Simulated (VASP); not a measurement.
Input of a VASP 6.6.1 run:

INCAR

```
SYSTEM = As
PREC = Accurate ; ENCUT = 600
EDIFF = 1E-6 ; ISMEAR = 1
SIGMA = 0.1 ; LREAL = .False.
LASPH = .True. ; NELM = 60
ALGO = Normal ; ISIF = 3
LWAVE = .False. ; LCHARG = .False.
IBRION = 2 ; NSW = 80
EDIFFG = -0.01
```

The input KPOINTS:

```
regular mesh
0
Gamma
  8 8 4
  0 0 0
```

The input POSCAR:

```
As
1.0
    3.1200000000      0.0000000000      0.0000000000
   -1.5600000000      2.7019992598      0.0000000000
    0.0000000000      0.0000000000      5.0949600000
As
2
Direct
    0.3333333333      0.6666666667      0.2500000000
    0.6666666667      0.3333333333      0.7500000000
```

Potentials or basis: VASP PAW LDA potentials, release 64 (As).

Command:

```console
$ cat potpaw_LDA.64/As/POTCAR > POTCAR
$ mpirun -np 1 vasp_std > vasp.out
```

**Question.** Estimate the relaxed cell.

**Answer.** a = 2.919 Å, b = 2.919 Å, c = 4.916 Å, α = 90.00°, β = 90.00°, γ = 120.00°.

**Question.** Estimate the band gap on the k mesh.

**Answer.** Zero (band 5 reaches 12.50 eV, above the bottom of band 6 at 4.06 eV).

**Question.** What does it give for the space group after relaxing (to 0.05 Å)?

**Answer.** P6_3/mmc (No. 194).

**Question.** Predict the relaxed volume.

**Answer.** 18.14 Å³/atom.

Final structure:
```cif
data_structure
_symmetry_space_group_name_H-M 'P 1'
_symmetry_Int_Tables_number 1
_cell_length_a 2.9191
_cell_length_b 2.9191
_cell_length_c 4.9160
_cell_angle_alpha 90.000
_cell_angle_beta 90.000
_cell_angle_gamma 120.000
_cell_volume 36.28
loop_
_atom_site_label
_atom_site_type_symbol
_atom_site_fract_x
_atom_site_fract_y
_atom_site_fract_z
_atom_site_occupancy
As1 As 0.33333 0.66667 0.25000 1
As2 As 0.66667 0.33333 0.75000 1
```

Caveat: the volume moved by over 15 % at a fixed basis, so the end points are rough.
